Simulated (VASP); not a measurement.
Write the native input for VASP 6.6.1 that does the following.

```
Task                   : single point
Functional             : PBE
Potentials or basis    : VASP PAW PBE potentials, release 64 (Se, Zn)
Cutoff                 : 520 eV
k mesh                 : 8 × 8 × 8
Occupations            : gaussian, width 0.014 eV
Spin                   : no spin polarisation
Dipole correction      : no
Further INCAR settings : ALGO = Normal; EDIFF = 1e-06; NBANDS = 16
```

The structure of ZnSe (Stilleite) lies in POSCAR:

```
ZnSe
1.0
    0.0000000000      2.8338000000      2.8338000000
    2.8338000000      0.0000000000      2.8338000000
    2.8338000000      2.8338000000      0.0000000000
Se Zn
1 1
Direct
    0.7500000000      0.7500000000      0.7500000000
    0.0000000000      0.0000000000      0.0000000000
```

One way to write it, as run:

INCAR

```
PREC     = Accurate       # precision mode
ENCUT    = 520            # plane-wave cutoff, eV
EDIFF    = 1E-6           # SCF threshold, eV
ISMEAR   = 0              # smearing method
SIGMA    = 0.014          # smearing width, eV
LREAL    = F              # projectors in reciprocal space
LASPH    = T              # aspherical terms in the spheres
NELM     = 80             # most SCF steps
ALGO     = Normal         # electronic algorithm
ISIF     = 2              # what is computed and relaxed
LWAVE    = F              # write WAVECAR
LCHARG   = F              # write CHGCAR
GGA      = PE             # functional
NBANDS   = 16             # bands
```

KPOINTS

```
regular mesh
0
Gamma
  8 8 8
```

Potentials or basis: VASP PAW PBE potentials, release 64 (Se, Zn).

Launch:

```bash
$ cat potpaw_PBE.64/Se/POTCAR potpaw_PBE.64/Zn/POTCAR > POTCAR
$ mpirun -np 1 vasp_std > vasp.out
```

It gave:

```yaml
Pressure: 2.3 GPa
Band_gap_on_the_k_mesh: 1.29 eV, direct
```

It took 34 s on 1 thread of Intel(R) Xeon(R) Platinum 8375C CPU @ 2.90GHz (Ice Lake) (shared host), peak memory 0.17 GiB.
